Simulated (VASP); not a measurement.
# Pt3PbC (Pm-3m) in VASP: notebook, part 2 of 2

VASP 6.6.1. The steps go on from the part before.

## 3. Single point, PBE

File INCAR:

```
PREC = Accurate
ENCUT = 520
EDIFF = 1E-6
ISMEAR = -1
SIGMA = 0.15
LREAL = False
LASPH = True
NELM = 60
ALGO = Normal
ISIF = 2
LWAVE = False
LCHARG = False
GGA = PE
NBANDS = 32
```

File KPOINTS:

```
regular mesh
0
Gamma
  5 5 5
```

File POSCAR:

```
Pt3PbC
1.0
    4.3480430000      0.0000000000      0.0000000000
    0.0000000000      4.3480430000      0.0000000000
    0.0000000000      0.0000000000      4.3480430000
Pt Pb C
3 1 1
Direct
    0.0000000000      0.5000000000      0.5000000000
    0.5000000000      0.5000000000      0.0000000000
    0.5000000000      0.0000000000      0.5000000000
    0.0000000000      0.0000000000      0.0000000000
    0.5000000000      0.5000000000      0.5000000000
```

Potentials or basis: VASP PAW PBE potentials, release 64 (Pt, Pb_d, C).

On the command line:

```
$ cat potpaw_PBE.64/Pt/POTCAR potpaw_PBE.64/Pb_d/POTCAR potpaw_PBE.64/C/POTCAR > POTCAR
$ mpirun -np 1 vasp_std > vasp.out
```

OUTCAR:

```text
PREC = Accurate
   ENCUT = 520
   EDIFF = 1E-6
   ISMEAR = -1
   LREAL = False
   LASPH = True
   NELM = 60
   ISIF = 2
   GGA = PE

 ion  position               nearest neighbor table
   1  0.000  0.500  0.500-   5 2.17   5 2.17   4 3.07   2 3.07   2 3.07   4 3.07   3 3.07   4 3.07
                             4 3.07   2 3.07   3 3.07   3 3.07   2 3.07   3 3.07
   2  0.500  0.500  0.000-   5 2.17   5 2.17   4 3.07   1 3.07   1 3.07   3 3.07   3 3.07   3 3.07
                             4 3.07   3 3.07   1 3.07   4 3.07   1 3.07   4 3.07
   3  0.500  0.000  0.500-   5 2.17   5 2.17   4 3.07   1 3.07   2 3.07   4 3.07   1 3.07   2 3.07
                             2 3.07   2 3.07   1 3.07   4 3.07   4 3.07   1 3.07
   4  0.000  0.000  0.000-   1 3.07   2 3.07   3 3.07   1 3.07   3 3.07   1 3.07   2 3.07   1 3.07
                             2 3.07   3 3.07   3 3.07   2 3.07
   5  0.500  0.500  0.500-   1 2.17   2 2.17   3 2.17   2 2.17   3 2.17   1 2.17

  LATTYP: Found a simple cubic cell.
 ALAT       =     4.3480430000

  Lattice vectors:

 A1 = (   4.3480430000,   0.0000000000,   0.0000000000)
 A2 = (   0.0000000000,   4.3480430000,   0.0000000000)
 A3 = (   0.0000000000,   0.0000000000,   4.3480430000)

Analysis of symmetry for initial positions (statically):
[... 166 lines left out ...]
 cond. band min:       9.2660483076   @ k =   0.2000   0.2000   0.2000
 fundamental gap:      0.0656326339
 Fermi energy:         9.2474439739

 k-point     1 :       0.0000    0.0000    0.0000
  band No.  band energies     occupation
      1      -7.1984      2.00000
      2      -7.1984      2.00000
      3      -7.1807      2.00000
      4      -7.1807      2.00000
      5      -7.1807      2.00000
      6      -4.4532      2.00000
[... 339 lines left out ...]
     31      16.7663      0.00000
     32      18.6021      0.00000

------------------------ aborting loop because EDIFF is reached ----------------------------------------

  FORCE on cell =-STRESS in cart. coord.  units (eV):
  Direction    XX          YY          ZZ          XY          YZ          ZX
  --------------------------------------------------------------------------------------
  -------------------------------------------------------------------------------------
  Total       -0.4483597     -0.4483597     -0.4483597     -0.0000000     -0.0000000      0.0000000
  in kB       -8.7388774     -8.7388774     -8.7388774     -0.0000000     -0.0000000      0.0000000
  external PRESSURE =      -8.7388774 kB  Pullay stress =       0.0000000 kB

 VOLUME and BASIS-vectors are now :
 -----------------------------------------------------------------------------
  energy-cutoff  :      520.00
  volume of cell :       82.20
      direct lattice vectors                 reciprocal lattice vectors
     4.348043000  0.000000000  0.000000000     0.229988526  0.000000000  0.000000000
     0.000000000  4.348043000  0.000000000     0.000000000  0.229988526  0.000000000
     0.000000000  0.000000000  4.348043000     0.000000000  0.000000000  0.229988526

 POSITION                                       TOTAL-FORCE (eV/Angst)
 -----------------------------------------------------------------------------------
      0.00000      2.17402      2.17402         0.000000      0.000000      0.000000
      2.17402      2.17402      0.00000         0.000000      0.000000      0.000000
      2.17402      0.00000      2.17402         0.000000      0.000000      0.000000
      0.00000      0.00000      0.00000         0.000000      0.000000      0.000000
      2.17402      2.17402      2.17402         0.000000      0.000000      0.000000
 -----------------------------------------------------------------------------------
    total drift:                                0.000000     -0.000000     -0.000000

  FREE ENERGIE OF THE ION-ELECTRON SYSTEM (eV)
  ---------------------------------------------------
  free  energy   TOTEN  =       -29.2764980079 eV

  energy  without entropy=      -29.0290944721  energy(sigma->0) =      -29.15279624
```

stdout:

```text
POSCAR found type information on POSCAR PtPbC
 POSCAR found :  3 types and       5 ions
 scaLAPACK will be used
 LDA part: xc-table for (Slater+PW92), standard interpolation
 POSCAR, INCAR and KPOINTS ok, starting setup
 FFT: planning ... GRIDC
 FFT: planning ... GRID_SOFT
 FFT: planning ... GRID
 WAVECAR not read
 entering main loop
```

Run time: 10 s. Hardware: 1 thread of Intel Xeon 6975P-C (Granite Rapids), shared host; peak memory 0.19 GiB.

Results:

```yaml
Free_energy: -29.2765 eV
Pressure: -0.9 GPa
Band_gap_on_the_k_mesh: zero (band 24 reaches 9.27 eV, above the bottom of band 25 at 8.88 eV)
```

Caveat: spin-orbit coupling is left out, which moves the levels of the heavy elements.

## 4. Single point, PBE

File INCAR:

```
  ALGO = Normal
  EDIFF = 1E-6
  ENCUT = 520
  GGA = PE
  ISIF = 2
  ISMEAR = -1
  LASPH = T
  LCHARG = F
  LREAL = F
  LWAVE = F
  NBANDS = 32
  NELM = 80
  PREC = Accurate
  SIGMA = 0.1
```

File KPOINTS:

```
k-points
0
Gamma
  5 5 5
```

POSCAR is that of step 3.

On the command line:

```
$ cat potpaw_PBE.64/Pt/POTCAR potpaw_PBE.64/Pb_d/POTCAR potpaw_PBE.64/C/POTCAR > POTCAR
$ mpirun -np 1 vasp_std > vasp.out
```

It took 9.9 s on 1 thread of Intel Xeon 6975P-C (Granite Rapids), shared host; peak memory 0.19 GiB.

Results (log left out):

```
Free energy            : -29.2046 eV
Pressure               : -0.9 GPa
Band gap on the k mesh : zero (band 24 reaches 9.26 eV, above the bottom of band 25 at 8.88 eV)
```

Levels at points of the mesh, in eV from the Fermi level:
```csv
k point,band 20,band 21,band 22,band 23,band 24,band 25,band 26,band 27,band 28,band 29
"(0.00, 0.00, 0.00)",-2.03,-0.60,-0.60,-0.60,-0.57,0.11,1.31,1.31,1.31,3.88
```

Caveat: spin-orbit coupling is left out, which moves the levels of the heavy elements.

## 5. Single point, PBE

File INCAR:

```
SYSTEM = Pt3PbC
PREC = Accurate ; ENCUT = 520
EDIFF = 1E-7 ; ISMEAR = -1
SIGMA = 0.05 ; LREAL = .False.
LASPH = .True. ; NELM = 100
ALGO = Normal ; ISIF = 2
LWAVE = .False. ; LCHARG = .False.
GGA = PE ; NBANDS = 32
```

File KPOINTS:

```
Automatic mesh
0
Gamma
  5 5 5
  0 0 0
```

POSCAR is that of step 4.

On the command line:

```
$ cat potpaw_PBE.64/Pt/POTCAR potpaw_PBE.64/Pb_d/POTCAR potpaw_PBE.64/C/POTCAR > POTCAR
$ mpirun -np 1 vasp_std > vasp.out
```

Run time: 11 s. Hardware: 1 thread of Intel Xeon 6975P-C (Granite Rapids), shared host; peak memory 0.19 GiB.

It converged, with:

- Free energy: -29.1570 eV
- Pressure: -0.9 GPa
- Band gap on the k mesh: zero (band 24 reaches 9.26 eV, above the bottom of band 25 at 8.88 eV)

Levels at points of the mesh, in eV from the Fermi level:
```csv
k point,band 21,band 22,band 23,band 24,band 25,band 26,band 27,band 28
"(0.00, 0.00, 0.00)",-0.55,-0.55,-0.55,-0.51,0.17,1.36,1.36,1.36
```

Caveat: spin-orbit coupling is left out, which moves the levels of the heavy elements.

## 6. Single point, PBE

File INCAR:

```
SYSTEM = Pt3PbC
ALGO = Normal
EDIFF = 1E-7
ENCUT = 520
GGA = PE
ISIF = 2
ISMEAR = -1
LASPH = .True.
LCHARG = .False.
LREAL = .False.
LWAVE = .False.
NBANDS = 32
NELM = 100
PREC = Accurate
SIGMA = 0.025
```

File KPOINTS:

```
k-points
0
Gamma
  5 5 5
  0 0 0
```

POSCAR is that of step 5.

Potentials or basis: VASP PAW PBE potentials, release 64 (Pt, Pb_d, C).

On the command line:

```
$ cat potpaw_PBE.64/Pt/POTCAR potpaw_PBE.64/Pb_d/POTCAR potpaw_PBE.64/C/POTCAR > POTCAR
$ mpirun -np 1 vasp_std > vasp.out
```

It took 11 s on 1 thread of Intel Xeon 6975P-C (Granite Rapids), shared host; peak memory 0.19 GiB.

The run converged. Its results:

```yaml
Free_energy: -29.1463 eV
Pressure: -0.8 GPa
Band_gap_on_the_k_mesh: zero (band 24 reaches 9.25 eV, above the bottom of band 25 at 8.89 eV)
```

Levels at points of the mesh, in eV from the Fermi level:
```tsv
k point	band 21	band 22	band 23	band 24	band 25	band 26	band 27	band 28
(0.00, 0.00, 0.00)	-0.53	-0.53	-0.53	-0.48	0.20	1.39	1.39	1.39
```

Caveat: spin-orbit coupling is left out, which moves the levels of the heavy elements.

## 7. The runs side by side

```tsv
smearing	gap on the mesh (eV)	pressure (GPa)
fermi-dirac 0.25 eV	none	-0.7
fermi-dirac 0.15 eV	none	-0.9
fermi-dirac 0.1 eV	none	-0.9
fermi-dirac 0.05 eV	none	-0.9
fermi-dirac 0.025 eV	none	-0.8
```

Alike in all rows: task single point; level PBE; potentials or basis VASP PAW PBE potentials, release 64 (Pt, Pb_d, C); no spin polarisation; cell as given; k mesh 5 × 5 × 5; cutoff (eV) 520.

Every run on the cell as given and a fine mesh finds a metal.

Caveats: spin-orbit coupling is left out, which moves the levels of the heavy elements.

Total energies depend on the potentials used, so only differences within one code and one set of settings carry meaning.
